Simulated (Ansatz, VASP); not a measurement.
Two plane-wave programs on LiC2

```
CELL_PARAMETERS angstrom
3.64087 0.00000 0.00000
-1.82044 3.15309 0.00000
0.00000 0.00000 3.49678
ATOMIC_POSITIONS crystal
Li 0.00000 0.00000 0.00000
C 0.66667 0.33333 0.68073
C 0.66667 0.33333 0.31927
```

Alike in both runs: functional PBE; k mesh 18 × 18 × 12; occupations gaussian, width 0.1 eV; no spin polarisation.

Ansatz relaxed the structure, and its values are those at the end. VASP's run is a single point on that final structure, the one shown.

```csv
,VASP,Ansatz
version,VASP 6.6.1,Ansatz 0.2.0
potentials or method,"VASP PAW PBE potentials, release 64 (Li_sv, C), cutoff 520 eV","scalar-relativistic, plane waves, PAW"
valence electrons in the cell,11,11
```

Ansatz gave:

```
gap on the k mesh at the Fermi level (eV) : none
rms of the force components (eV/Å)        : 0.000
```

Problem. Estimate VASP's values.

Solution. gap on the k mesh at the Fermi level (eV): none; rms of the force components (eV/Å): 0.051.

A gap of «none» marks a metal or a gap that the smearing closes. The functional is the same, so the differences come from potentials, cutoffs and numerics.

Noted on VASP's run: the cutoff is short for stress, so the pressure is rough.
